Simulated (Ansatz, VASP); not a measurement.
## One calculation of Pt, two programs

```
CELL_PARAMETERS angstrom
1.33620 -2.31651 0.00000
1.33620 2.31651 0.00000
0.00000 0.00000 2.73338
ATOMIC_POSITIONS crystal
Pt 0.00000 0.00000 0.00000
```

Alike in both runs: functional PBE; k mesh 8 × 8 × 6; occupations gaussian, width 0.1 eV; no spin polarisation.

Ansatz relaxed the structure, and its values are those at the end. VASP's run is a single point on that final structure, the one shown.

|  | VASP | Ansatz |
| --- | --- | --- |
| version | VASP 6.6.1 | Ansatz 0.2.0 |
| potentials or method | VASP PAW PBE potentials, release 64 (Pt), cutoff 520 eV | scalar-relativistic, plane waves, PAW |
| valence electrons in the cell | 10 | 18 |

```tsv
	VASP	Ansatz	Ansatz less VASP
gap on the k mesh at the Fermi level (eV)	none	none	-
pressure (GPa)	-0.6	-0.1	+0.48
```

A gap of «none» marks a metal or a gap that the smearing closes. VASP's potentials hold 10 valence electrons a cell and Ansatz's 18, so a difference there can come from the potentials and not from the codes.

The k mesh is coarse, so the values compare programs but aren't converged. Neither program's run includes spin-orbit coupling.
